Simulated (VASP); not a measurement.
# YTe (P-6m2) in VASP: notebook, part 2 of 2

VASP 6.6.1. Earlier steps stand in the parts before.

## Step 4: Single point, LDA

This run uses another cell than the first one, of 29.10 Å³/atom, 1.043 times its volume.

INCAR reads:

```
SYSTEM = YTe
  ALGO = Normal
  EDIFF = 1E-6
  ENCUT = 520
  GGA = CA
  ISIF = 2
  ISMEAR = 1
  LASPH = .TRUE.
  LCHARG = .TRUE.
  LELF = .TRUE.
  LREAL = .FALSE.
  LVHAR = .TRUE.
  LWAVE = .FALSE.
  NBANDS = 16
  NELM = 80
  PREC = Accurate
  SIGMA = 0.05
```

KPOINTS reads:

```
k-points
0
G
  8 8 7
  0 0 0
```

POSCAR reads:

```
YTe
1.0
    4.0815153570      0.0000000000      0.0000000000
   -2.0407576785      3.5346961931      0.0000000000
    0.0000000000      0.0000000000      4.0344056753
Y Te
1 1
Direct
    0.3333333333      0.6666666667      0.0000000000
    0.6666666667      0.3333333333      0.5000000000
```

Potentials or basis: VASP PAW LDA potentials, release 64 (Y_sv, Te).

Launch:

```
$ cat potpaw_LDA.64/Y_sv/POTCAR potpaw_LDA.64/Te/POTCAR > POTCAR
$ mpirun -np 1 vasp_std > vasp.out
```

OUTCAR:

```text
SYSTEM = YTe
   EDIFF = 1E-6
   ENCUT = 520
   GGA = CA
   ISIF = 2
   ISMEAR = 1
   LASPH = .TRUE.
   LREAL = .FALSE.
   NELM = 80
   PREC = Accurate

 ion  position               nearest neighbor table
   1  0.333  0.667  0.000-   2 3.10   2 3.10   2 3.10   2 3.10   2 3.10   2 3.10
   2  0.667  0.333  0.500-   1 3.10   1 3.10   1 3.10   1 3.10   1 3.10   1 3.10

  LATTYP: Found a hexagonal cell.
 ALAT       =     4.0815153570
 C/A-ratio  =     0.9884577963

  Lattice vectors:

 A1 = (   4.0815153570,   0.0000000000,   0.0000000000)
 A2 = (  -2.0407576785,   3.5346961931,   0.0000000000)
 A3 = (   0.0000000000,   0.0000000000,   4.0344056753)

Analysis of symmetry for initial positions (statically):
=====================================================================
 Subroutine PRICEL returns:
 Original cell was already a primitive cell.

 Routine SETGRP: Setting up the symmetry group for a
 hexagonal supercell.

 Subroutine GETGRP returns: Found 12 space group operations
 (whereof 12 operations were pure point group operations)
 out of a pool of 24 trial point group operations.

The static configuration has the point symmetry D_3h.

Analysis of symmetry for dynamics (positions and initial velocities):
[... 156 lines left out ...]

  energy without entropy =      -13.48470868  energy(sigma->0) =      -13.48500978

 E-fermi :   5.8966     XC(G=0): -10.0062

 val. band max:        5.8960497898   @ k =   0.2500   0.0000   0.4286
 cond. band min:       5.8996045419   @ k =   0.2500   0.2500   0.4286
 fundamental gap:      0.0035547521
 Fermi energy:         5.8965565334

 k-point     1 :       0.0000    0.0000    0.0000
  band No.  band energies     occupation
      1     -36.9924      2.00000
      2     -17.0852      2.00000
      3     -17.0852      2.00000
      4     -17.0795      2.00000
      5      -6.5907      2.00000
      6       3.7815      2.00000
[... 433 lines left out ...]
      3     -17.1339      2.00000
      4     -17.1059      2.00000
      5      -5.5809      2.00000
      6       1.2843      2.00000
[... 8 lines left out ...]
     15      12.4114      0.00000
     16      13.8500      0.00000

 [... further k-points ...]
[... 5 lines left out ...]
  --------------------------------------------------------------------------------------
  -------------------------------------------------------------------------------------
  Total       -1.0814600     -1.0814602     -1.4276645      0.0000000      0.0000000      0.0000000
  in kB      -29.7692552    -29.7692587    -39.2991938      0.0000000      0.0000000      0.0000000
  external PRESSURE =     -32.9459026 kB  Pullay stress =       0.0000000 kB

 VOLUME and BASIS-vectors are now :
 -----------------------------------------------------------------------------
  energy-cutoff  :      520.00
  volume of cell :       58.20
      direct lattice vectors                 reciprocal lattice vectors
     4.081515357  0.000000000  0.000000000     0.245007041  0.141454873  0.000000000
    -2.040757678  3.534696193  0.000000000     0.000000000  0.282909745  0.000000000
     0.000000000  0.000000000  4.034405675     0.000000000  0.000000000  0.247867984

 POSITION                                       TOTAL-FORCE (eV/Angst)
 -----------------------------------------------------------------------------------
     -0.00000      2.35646      0.00000        -0.000000      0.000000      0.000000
      2.04076      1.17823      2.01720         0.000000     -0.000000      0.000000
 -----------------------------------------------------------------------------------
    total drift:                                0.000000      0.000001     -0.000000

  FREE ENERGIE OF THE ION-ELECTRON SYSTEM (eV)
  ---------------------------------------------------
  free  energy   TOTEN  =       -13.4851603320 eV

  energy  without entropy=      -13.4847086800  energy(sigma->0) =      -13.48500978
```

OSZICAR:

```text
N       E                     dE             d eps       ncg     rms          rms(c)
DAV:   1     0.645118547420E+02    0.64512E+02   -0.74792E+03  1280   0.926E+02
DAV:   2    -0.951335394998E+01   -0.74025E+02   -0.70284E+02  1696   0.210E+02
DAV:   3    -0.138994432712E+02   -0.43861E+01   -0.43406E+01  2184   0.372E+01
DAV:   4    -0.140057149491E+02   -0.10627E+00   -0.10620E+00  1560   0.557E+00
DAV:   5    -0.140077419853E+02   -0.20270E-02   -0.20269E-02  1832   0.697E-01    0.237E+01
DAV:   6    -0.135521432789E+02    0.45560E+00   -0.52923E-01  1400   0.423E+00    0.169E+01
DAV:   7    -0.135117663627E+02    0.40377E-01   -0.42977E-01  1792   0.383E+00    0.241E+00
DAV:   8    -0.134861564892E+02    0.25610E-01   -0.14047E-01  1360   0.226E+00    0.460E-01
DAV:   9    -0.134854540839E+02    0.70241E-03   -0.76184E-03  1520   0.550E-01    0.302E-01
DAV:  10    -0.134851746818E+02    0.27940E-03   -0.79785E-04  1608   0.161E-01    0.234E-01
DAV:  11    -0.134851624948E+02    0.12187E-04   -0.11795E-04  1456   0.843E-02    0.559E-02
DAV:  12    -0.134851626617E+02   -0.16690E-06   -0.13984E-05  1640   0.243E-02    0.621E-02
DAV:  13    -0.134851602606E+02    0.24011E-05   -0.44898E-06  1736   0.142E-02    0.188E-02
DAV:  14    -0.134851603320E+02   -0.71363E-07   -0.77552E-07  1000   0.527E-03
   1 F= -.13485160E+02 E0= -.13485010E+02  d E =-.451652E-03
```

Wall time 44 s (1 thread of Intel Xeon Platinum 8259CL at 2.50GHz (Skylake/Cascade Lake), shared host); peak memory 0.18 GiB.

Results:

```
Free energy : -13.4852 eV
Pressure    : -3.3 GPa
```

Levels at points of the mesh, in eV from the Fermi level:
| k point | band 5 | band 6 | band 7 | band 8 | band 9 | band 10 | band 11 | band 12 | band 13 | band 14 |
| --- | --- | --- | --- | --- | --- | --- | --- | --- | --- | --- |
| (0.00, 0.00, 0.00) | -12.49 | -2.12 | -2.12 | -1.91 | -1.05 | 1.72 | 2.46 | 2.46 | 3.07 | 3.07 |
| (0.50, 0.00, 0.00) | -11.49 | -5.32 | -2.60 | -2.06 | -0.73 | 2.02 | 3.18 | 3.27 | 3.42 | 3.63 |

Caveat: spin-orbit coupling is left out, which moves the levels of the heavy elements.

## Step 5: Single point, LDA

This run uses another cell than the first one, of 29.70 Å³/atom, 1.064 times its volume.

INCAR reads:

```
SYSTEM = YTe
ALGO = Normal
EDIFF = 1E-7
ENCUT = 520
GGA = CA
ISIF = 2
ISMEAR = 1
LASPH = .True.
LCHARG = .False.
LREAL = .False.
LWAVE = .False.
NBANDS = 16
NELM = 60
PREC = Accurate
SIGMA = 0.05
```

KPOINTS reads:

```
k-points
0
Gamma
  8 8 7
  0 0 0
```

POSCAR reads:

```
YTe
1.0
    4.1090940000      0.0000000000      0.0000000000
   -2.0545470000      3.5585800000      0.0000000000
    0.0000000000      0.0000000000      4.0616660000
Y Te
1 1
Direct
    0.3333333333      0.6666666667      0.0000000000
    0.6666666667      0.3333333333      0.5000000000
```

Launch:

```
$ cat potpaw_LDA.64/Y_sv/POTCAR potpaw_LDA.64/Te/POTCAR > POTCAR
$ mpirun -np 1 vasp_std > vasp.out
```

It took 40 s on 1 thread of Intel Xeon Platinum 8259CL at 2.50GHz (Skylake/Cascade Lake), shared host; peak memory 0.19 GiB.

It converged, with:

```yaml
Free_energy: -13.4566 eV
Pressure: -4.4 GPa
```

Stress tensor (GPa, compression positive):
```
-4.00  0.00  0.00
 0.00 -4.00  0.00
 0.00  0.00 -5.22
```

Levels at points of the mesh, in eV from the Fermi level:
```
           k point  band 5  band 6  band 7  band 8  band 9  band 10  band 11  band 12  band 13  band 14
(0.00, 0.00, 0.00)  -12.43   -2.11   -2.11   -1.93   -1.03     1.59     2.39     2.39     2.98     2.98
(0.50, 0.00, 0.00)  -11.48   -5.27   -2.59   -2.07   -0.70     1.97     3.08     3.18     3.33     3.54
```

Caveat: spin-orbit coupling is left out, which moves the levels of the heavy elements.

## Step 6: Overview

| cell | gap on the mesh (eV) | pressure (GPa) |
| --- | --- | --- |
| a = 4.025, b = 4.025, c = 3.979 Å, angles 90.0, 90.0, 120.0°, 2 atoms | none | -0.7 |
| a = 4.054, b = 4.054, c = 4.007 Å, angles 90.0, 90.0, 120.0°, 2 atoms | none | -2.1 |
| a = 4.082, b = 4.082, c = 4.034 Å, angles 90.0, 90.0, 120.0°, 2 atoms | none | -3.3 |
| a = 4.109, b = 4.109, c = 4.062 Å, angles 90.0, 90.0, 120.0°, 2 atoms | none | -4.4 |

Alike in all rows: task single point; level LDA; potentials or basis VASP PAW LDA potentials, release 64 (Y_sv, Te); no spin polarisation; k mesh 8 × 8 × 7; cutoff (eV) 520; smearing methfessel-paxton 0.05 eV.

Caveats: spin-orbit coupling is left out, which moves the levels of the heavy elements.

Absolute energies hang on the potentials; compare differences alone.
